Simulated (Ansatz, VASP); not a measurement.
## Y in VASP and in Ansatz

The input INCAR:

```
SYSTEM = Y
  ALGO = Normal
  EDIFF = 1E-6
  ENCUT = 500
  GGA = PE
  GGA_COMPAT = .False.
  ISIF = 2
  ISMEAR = 0
  LASPH = .True.
  LCHARG = .False.
  LREAL = .False.
  LWAVE = .False.
  NBANDS = 18
  NELM = 120
  PREC = Accurate
  SIGMA = 0.1
```

The input KPOINTS:

```
k-points
0
Gamma
  21 21 12
  0 0 0
```

File POSCAR:

```
Y
1.0
    3.6474000000      0.0000000000      0.0000000000
   -1.8237000000      3.1587410578      0.0000000000
    0.0000000000      0.0000000000      5.7306000000
Y
2
Direct
    0.3333333333      0.6666666667      0.2500000000
    0.6666666667      0.3333333333      0.7500000000
```

Input for Ansatz:

```yaml
crystal:
  lattice:
    - [3.6474, 0.0, 0.0]
    - [-1.8237, 3.1587410578, 0.0]
    - [0.0, 0.0, 5.7306]
  atoms:
    - { symbol: "Y", position: [0.3333333333, 0.6666666667, 0.25] }
    - { symbol: "Y", position: [0.6666666667, 0.3333333333, 0.75] }
basis:
  ecutwfc: 420
kpoints:
  mp_grid: { grid: [21, 21, 12] }
hamiltonian:
  xc: pbe
scf:
  occupations: { method: gaussian, width: 0.1 }
output:
  forces: true
  stress: true
  eigenvalues: true
```

Alike in both runs: task single point; functional PBE; k mesh 21 × 21 × 12; occupations gaussian, width 0.1 eV; no spin polarisation.

```csv
,VASP,Ansatz
version,VASP 6.6.1,Ansatz 0.2.0
potentials or method,"VASP PAW PBE potentials, release 64 (Y_sv), cutoff 500 eV","scalar-relativistic, plane waves, PAW"
valence electrons in the cell,22,22
```

Ansatz gave:

| Property | Result |
| --- | --- |
| gap on the k mesh at the Fermi level (eV) | none |
| pressure (GPa) | -0.2 |
| traceless stress, the component that is largest in VASP (GPa) | -0.47 |

Task: Which values does VASP return?

Result: gap on the k mesh at the Fermi level (eV): none; pressure (GPa): -0.3; traceless stress, the component that is largest in VASP (GPa): -0.46.

A gap of «none» marks a metal or a gap that the smearing closes. The functional is the same, so the differences come from potentials, cutoffs and numerics.
